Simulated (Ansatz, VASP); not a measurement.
**Two plane-wave programs on Ga4As3N**

```xyz
8
Lattice="-2.7469 2.7469 5.4109 2.7469 -2.7469 5.4109 2.7469 2.7469 -5.4109" Properties=species:S:1:pos:R:3 pbc="T T T"
N     0.0000    0.0000    0.0000
Ga    1.5815    1.5815    4.1973
Ga   -1.5815    1.5815    6.6245
Ga    1.1653    1.1653   -1.2136
Ga    1.5815   -1.5815    6.6245
As    2.7469    0.0000    2.7055
As    0.0000    0.0000    5.4109
As    0.0000    2.7469    2.7055
```

Alike in both runs: task single point; functional r2SCAN; k mesh 6 × 6 × 6; no spin polarisation.

|  | VASP | Ansatz |
| --- | --- | --- |
| version | VASP 6.6.1 | Ansatz 0.2.0 |
| potentials or method | VASP PAW PBE potentials, release 64 (N, Ga_d, As) | plane waves, PAW |
| plane-wave cutoff (eV) | 520 | 500 |
| occupations | gaussian, width 0.01 eV | fixed |
| valence electrons in the cell | 72 | 102 |

Ansatz gave:

| Item | Value |
| --- | --- |
| gap on the k mesh at the Fermi level (eV) | 0.20 |
| pressure (GPa) | -4.6 |
| rms of the force components (eV/Å) | 0.010 |

Problem. Estimate VASP's values.

Solution. gap on the k mesh at the Fermi level (eV): 0.19; pressure (GPa): -4.5; rms of the force components (eV/Å): 0.010.

VASP's potentials were made for PBE, not for r2SCAN. VASP's potentials hold 72 valence electrons a cell and Ansatz's 102, so a difference there can come from the potentials and not from the codes.
